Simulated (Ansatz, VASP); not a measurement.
**ZnS in VASP and in Ansatz**

```xyz
4
Lattice="3.5379 0.0000 0.0000 -1.7689 3.0639 0.0000 0.0000 0.0000 6.8098" Properties=species:S:1:pos:R:3 pbc="T T T"
Zn    0.0000    2.0426    0.0355
Zn    1.7689    1.0213    3.4404
S     0.0000    2.0426    2.5862
S     1.7689    1.0213    5.9911
```

Change from the starting cell: strain -0.080 along x and y, +0.080 along z, atoms carried along.

Alike in both runs: task single point; functional PBE; k mesh 12 × 12 × 4; occupations gaussian, width 0.05 eV; no spin polarisation.

```csv
,VASP,Ansatz
version,VASP 6.6.1,Ansatz 0.2.0
potentials or method,"VASP PAW PBE potentials, release 64 (Zn, S), cutoff 520 eV","scalar-relativistic, plane waves, PAW"
valence electrons in the cell,36,36
```

VASP gave:

- gap on the k mesh at the Fermi level (eV): 1.53
- least direct gap on the mesh (eV): 1.53
- pressure (GPa): 11.0
- traceless stress, the component that is largest in VASP (GPa): -15.53
- rms of the force components (eV/Å): 0.550

Question: Estimate Ansatz's values.

Answer: gap on the k mesh at the Fermi level (eV): 1.53; least direct gap on the mesh (eV): 1.53; pressure (GPa): 10.8; traceless stress, the component that is largest in VASP (GPa): -15.47; rms of the force components (eV/Å): 0.542.

Atom by atom the forces differ by 0.008 eV/Å (rms over components).
